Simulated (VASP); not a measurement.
Set up this calculation in VASP 6.6.1, as the native input.

* Task: single point
* Functional: PBEsol
* Potentials or basis: VASP PAW PBE potentials, release 64 (Sc_sv, H)
* Cutoff: 520 eV
* k mesh: 10 × 10 × 10
* Occupations: methfessel-paxton, width 0.1 eV
* Spin: no spin polarisation
* Dipole correction: no
* Further INCAR settings: ALGO = Normal; EDIFF = 1e-06; NBANDS = 15

The structure of ScH3 lies in POSCAR:

```
ScH3
1.0
   -1.6607759800      1.6607759800      2.4438237600
    1.6607759800     -1.6607759800      2.4438237600
    1.6607759800      1.6607759800     -2.4438237600
Sc H
1 3
Direct
    0.0000000000      0.0000000000      0.0000000000
    0.7500000000      0.2500000000      0.5000000000
    0.2500000000      0.7500000000      0.5000000000
    0.5000000000      0.5000000000      0.0000000000
```

These files were run (other wordings do the same):

INCAR

```
ALGO = Normal
EDIFF = 1E-6
ENCUT = 520
GGA = PS
ISIF = 2
ISMEAR = 1
LASPH = T
LCHARG = T
LELF = T
LREAL = F
LVHAR = T
LWAVE = F
NBANDS = 15
NELM = 100
PREC = Accurate
SIGMA = 0.1
```

KPOINTS

```
k-points
0
Gamma
  10 10 10
```

Potentials or basis: VASP PAW PBE potentials, release 64 (Sc_sv, H).

Run with:

```bash
$ cat potpaw_PBE.64/Sc_sv/POTCAR potpaw_PBE.64/H/POTCAR > POTCAR
$ mpirun -np 1 vasp_std > vasp.out
```

Results of the run:

- Pressure: -3.6 GPa
- Band gap on the k mesh: zero (bands 7 and 8 overlap by 0.39 eV)

Caveat: the cell stands under tension; the PAW data sets were made with another functional, which shifts forces and pressure a little.

Run time: 73 s on 1 thread of Intel Xeon 8259CL, on a shared host, peak memory 0.18 GiB.
